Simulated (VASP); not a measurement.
# BeS (F-43m) in VASP: settings compared, part 2 of 2

VASP 6.6.1. The steps go on from the part before.

### Step 4. Single point, LDA

INCAR reads:

```
ALGO = Normal ; EDIFF = 1E-6
ENCUT = 520 ; ISIF = 2
ISMEAR = 0 ; LASPH = True
LCHARG = False ; LREAL = False
LWAVE = False ; NBANDS = 11
NELM = 60 ; PREC = Accurate
SIGMA = 0.01
```

KPOINTS reads:

```
k-points
0
Gamma
  4 4 4
```

POSCAR reads:

```
BeS
1.0
    0.0000000000      2.4343062282      2.4343062282
    2.4343062282      0.0000000000      2.4343062282
    2.4343062282      2.4343062282      0.0000000000
Be S
1 1
Direct
    0.0000000000      0.0000000000      0.0000000000
    0.2500000000      0.2500000000      0.2500000000
```

Potentials or basis: VASP PAW LDA potentials, release 64 (Be, S).

Started as:

```sh
cat potpaw_LDA.64/Be/POTCAR potpaw_LDA.64/S/POTCAR > POTCAR
mpirun -np 1 vasp_std > vasp.out
```

OUTCAR:

```text
EDIFF = 1E-6
   ENCUT = 520
   ISIF = 2
   ISMEAR = 0
   LASPH = True
   LREAL = False
   NELM = 60
   PREC = Accurate

 ion  position               nearest neighbor table
   1  0.000  0.000  0.000-   2 2.11   2 2.11   2 2.11   2 2.11
   2  0.250  0.250  0.250-   1 2.11   1 2.11   1 2.11   1 2.11

  LATTYP: Found a face centered cubic cell.
 ALAT       =     4.8686124564

  Lattice vectors:

 A1 = (   0.0000000000,   2.4343062282,   2.4343062282)
 A2 = (   2.4343062282,   0.0000000000,   2.4343062282)
 A3 = (   2.4343062282,   2.4343062282,   0.0000000000)

Analysis of symmetry for initial positions (statically):
=====================================================================
 Subroutine PRICEL returns:
 Original cell was already a primitive cell.

 Routine SETGRP: Setting up the symmetry group for a
 face centered cubic supercell.

 Subroutine GETGRP returns: Found 24 space group operations
 (whereof 24 operations were pure point group operations)
 out of a pool of 48 trial point group operations.

The static configuration has the point symmetry T_d .

Analysis of symmetry for dynamics (positions and initial velocities):
=====================================================================
 Subroutine PRICEL returns:
 Original cell was already a primitive cell.

 Routine SETGRP: Setting up the symmetry group for a
 face centered cubic supercell.

 Subroutine GETGRP returns: Found 24 space group operations
 (whereof 24 operations were pure point group operations)
 out of a pool of 48 trial point group operations.

The dynamic configuration has the point symmetry T_d .

 Subroutine INISYM returns: Found 24 space group operations
 (whereof 24 operations are pure point group operations),
 and found     1 'primitive' translations

----------------------------------------------------------------------------------------
[... 101 lines left out ...]
   GGA     = CA    functional components
   LHFCALC =     F    Hartree Fock is set to
   AEXX    =    0.0000 exact exchange contribution
   IVDW    =     0    specifies the selected vdW correction
   LEPSILON=     F    determine dielectric tensor
   LRPA    =     F    only Hartree local field effects (RPA)
 non-spin polarized calculation
 Gauss-broadening in eV      SIGMA  =   0.01
  energy-cutoff  :      520.00
  volume of cell :       28.85
 maximum number of plane-waves:       784
 NGX is ok and might be reduce to    28
   NGX = 13   NGY = 13   NGZ = 13

 number of electron       7.9999999 magnetization

 Free energy of the ion-electron system (eV)
  ---------------------------------------------------
  ext. energy  EPLUGINS =         0.00000000
  ---------------------------------------------------
  free energy    TOTEN  =       -11.07347998 eV

  energy without entropy =      -11.07347998  energy(sigma->0) =      -11.07347998

 E-fermi :   4.0560     XC(G=0):  -9.9377

 val. band max:        3.9341158859   @ k =   0.0000   0.0000   0.0000
 cond. band min:       6.8436449577   @ k =   0.5000   0.5000   0.0000
 fundamental gap:      2.9095290719
 Fermi energy:         4.0559869994

 k-point     1 :       0.0000    0.0000    0.0000
  band No.  band energies     occupation
      1      -9.6483      2.00000
      2       3.9341      2.00000
      3       3.9341      2.00000
      4       3.9341      2.00000
      5       9.4650      0.00000
      6       9.4650      0.00000
      7       9.4650      0.00000
      8       9.5027      0.00000
      9      16.7109      0.00000
     10      16.7109      0.00000
     11      18.4240      0.00000
[... 85 lines left out ...]
 k-point     8 :      -0.2500    0.5000    0.2500
  band No.  band energies     occupation
      1      -7.4515      2.00000
      2      -0.2781      2.00000
      3       0.0518      2.00000
      4       0.5680      2.00000
      5      10.2207      0.00000
      6      11.8408      0.00000
      7      12.1404      0.00000
      8      12.6895      0.00000
      9      17.9825      0.00000
     10      18.1354      0.00000
     11      20.8338      0.00000

------------------------ aborting loop because EDIFF is reached ----------------------------------------

  FORCE on cell =-STRESS in cart. coord.  units (eV):
  Direction    XX          YY          ZZ          XY          YZ          ZX
  --------------------------------------------------------------------------------------
  -------------------------------------------------------------------------------------
  Total       -0.6572869     -0.6572869     -0.6572869     -0.0000000      0.0000000     -0.0000000
  in kB      -36.5014363    -36.5014363    -36.5014363     -0.0000000      0.0000000     -0.0000000
  external PRESSURE =     -36.5014363 kB  Pullay stress =       0.0000000 kB

 VOLUME and BASIS-vectors are now :
 -----------------------------------------------------------------------------
  energy-cutoff  :      520.00
  volume of cell :       28.85
      direct lattice vectors                 reciprocal lattice vectors
     0.000000000  2.434306228  2.434306228    -0.205397330  0.205397330  0.205397330
     2.434306228  0.000000000  2.434306228     0.205397330 -0.205397330  0.205397330
     2.434306228  2.434306228  0.000000000     0.205397330  0.205397330 -0.205397330

 POSITION                                       TOTAL-FORCE (eV/Angst)
 -----------------------------------------------------------------------------------
      0.00000      0.00000      0.00000         0.000000      0.000000      0.000000
      1.21715      1.21715      1.21715        -0.000000     -0.000000     -0.000000
 -----------------------------------------------------------------------------------
    total drift:                               -0.000000     -0.000000      0.000000

  FREE ENERGIE OF THE ION-ELECTRON SYSTEM (eV)
  ---------------------------------------------------
  free  energy   TOTEN  =       -11.0734799831 eV

  energy  without entropy=      -11.0734799831  energy(sigma->0) =      -11.07347998
```

Wall time 2.3 s (1 thread of AMD EPYC 7R13 (Zen 3), shared host); peak memory 0.1 GiB.

Results:

```
Free energy            : -11.0735 eV
Pressure               : -3.7 GPa
Band gap on the k mesh : 2.91 eV, indirect (least direct gap 5.53 eV)
```

Caveat: the k points lie up to 0.56 Å⁻¹ apart. A k mesh can miss the band edges.

### Step 5. Single point, PBE

INCAR reads:

```
SYSTEM = BeS
ALGO = Normal
EDIFF = 1E-7
ENCUT = 520
GGA = PE
ISIF = 2
ISMEAR = 0
LASPH = .TRUE.
LCHARG = .FALSE.
LREAL = .FALSE.
LWAVE = .FALSE.
NBANDS = 11
NELM = 100
PREC = Accurate
SIGMA = 0.01
```

KPOINTS reads:

```
k-points
0
G
  6 6 6
  0 0 0
```

POSCAR is that of step 4.

Potentials or basis: VASP PAW PBE potentials, release 64 (Be, S).

Started as:

```sh
cat potpaw_PBE.64/Be/POTCAR potpaw_PBE.64/S/POTCAR > POTCAR
mpirun -np 1 vasp_std > vasp.out
```

OUTCAR:

```text
SYSTEM = BeS
   EDIFF = 1E-7
   ENCUT = 520
   GGA = PE
   ISIF = 2
   ISMEAR = 0
   LASPH = .TRUE.
   LREAL = .FALSE.
   NELM = 100
   PREC = Accurate

 ion  position               nearest neighbor table
   1  0.000  0.000  0.000-   2 2.11   2 2.11   2 2.11   2 2.11
   2  0.250  0.250  0.250-   1 2.11   1 2.11   1 2.11   1 2.11

  LATTYP: Found a face centered cubic cell.
 ALAT       =     4.8686124564

  Lattice vectors:

 A1 = (   0.0000000000,   2.4343062282,   2.4343062282)
[... 399 lines left out ...]

------------------------ aborting loop because EDIFF is reached ----------------------------------------

  FORCE on cell =-STRESS in cart. coord.  units (eV):
  Direction    XX          YY          ZZ          XY          YZ          ZX
  --------------------------------------------------------------------------------------
  -------------------------------------------------------------------------------------
  Total        0.0865185      0.0865185      0.0865185      0.0000000      0.0000000      0.0000000
  in kB        4.8046752      4.8046752      4.8046752      0.0000000      0.0000000      0.0000000
  external PRESSURE =       4.8046752 kB  Pullay stress =       0.0000000 kB

 VOLUME and BASIS-vectors are now :
 -----------------------------------------------------------------------------
  energy-cutoff  :      520.00
  volume of cell :       28.85
      direct lattice vectors                 reciprocal lattice vectors
     0.000000000  2.434306228  2.434306228    -0.205397330  0.205397330  0.205397330
     2.434306228  0.000000000  2.434306228     0.205397330 -0.205397330  0.205397330
     2.434306228  2.434306228  0.000000000     0.205397330  0.205397330 -0.205397330

 POSITION                                       TOTAL-FORCE (eV/Angst)
 -----------------------------------------------------------------------------------
      0.00000      0.00000      0.00000         0.000000      0.000000     -0.000000
      1.21715      1.21715      1.21715        -0.000000     -0.000000      0.000000
 -----------------------------------------------------------------------------------
    total drift:                               -0.000000     -0.000000      0.000000

  FREE ENERGIE OF THE ION-ELECTRON SYSTEM (eV)
  ---------------------------------------------------
  free  energy   TOTEN  =       -10.0105093474 eV

  energy  without entropy=      -10.0105093474  energy(sigma->0) =      -10.01050935
```

stdout:

```text
POSCAR found type information on POSCAR BeS
 POSCAR found :  2 types and       2 ions
 scaLAPACK will be used
 LDA part: xc-table for (Slater+PW92), standard interpolation
 POSCAR, INCAR and KPOINTS ok, starting setup
 FFT: planning ... GRIDC
 FFT: planning ... GRID_SOFT
 FFT: planning ... GRID
 WAVECAR not read
 entering main loop
```

Run time: 5.1 s. Hardware: 1 thread of AMD EPYC 7R13 (Zen 3), shared host; peak memory 0.12 GiB.

Results:

| Quantity | Value |
| --- | --- |
| Free energy | -10.0105 eV |
| Pressure | 0.5 GPa |
| Band gap on the k mesh | 3.14 eV, indirect (least direct gap 5.67 eV) |

### Step 6. Summary

```csv
level,potentials or basis,k mesh,gap on the mesh (eV),pressure (GPa)
PBE,"VASP PAW PBE potentials, release 64 (Be, S)",4 × 4 × 4,3.12,1.0
LDA,"VASP PAW LDA potentials, release 64 (Be, S)",4 × 4 × 4,2.91,-3.7
PBE,"VASP PAW PBE potentials, release 64 (Be, S)",6 × 6 × 6,3.14,0.5
```

Alike in all rows: task single point; no spin polarisation; cell as given; cutoff (eV) 520; smearing gaussian 0.01 eV.

Caveats: some runs use coarse meshes.

Total energies depend on the potentials used, so only differences within one code and one set of settings carry meaning.
